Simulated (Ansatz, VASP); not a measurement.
## One calculation of KAg, two programs

```xyz
2
Lattice="4.7034 0.0000 0.0000 -2.3517 4.0733 0.0000 0.0000 0.0000 4.4685" Properties=species:S:1:pos:R:3 pbc="T T T"
K     0.0000    0.0000    0.0000
Ag    2.3517    1.3578    2.2343
```

Alike in both runs: functional PBE; k mesh 6 × 6 × 4; occupations gaussian, width 0.1 eV; no spin polarisation.

Ansatz relaxed the structure, and its values are those at the end. VASP's run is a single point on that final structure, the one shown.

|  | VASP | Ansatz |
| --- | --- | --- |
| version | VASP 6.6.1 | Ansatz 0.2.0 |
| potentials or method | VASP PAW PBE potentials, release 64 (K_sv, Ag), cutoff 520 eV | scalar-relativistic, plane waves, PAW |
| valence electrons in the cell | 20 | 28 |

|  | VASP | Ansatz | Ansatz less VASP |
| --- | --- | --- | --- |
| gap on the k mesh at the Fermi level (eV) | 0.12 | 0.12 | +0.005 |
| least direct gap on the mesh (eV) | 1.35 | 1.35 | +0.002 |
| pressure (GPa) | 0.0 | 0.0 | +0.01 |

The functional is the same, so the differences come from potentials, cutoffs and numerics. VASP's potentials hold 20 valence electrons a cell and Ansatz's 28, so a difference there can come from the potentials and not from the codes.
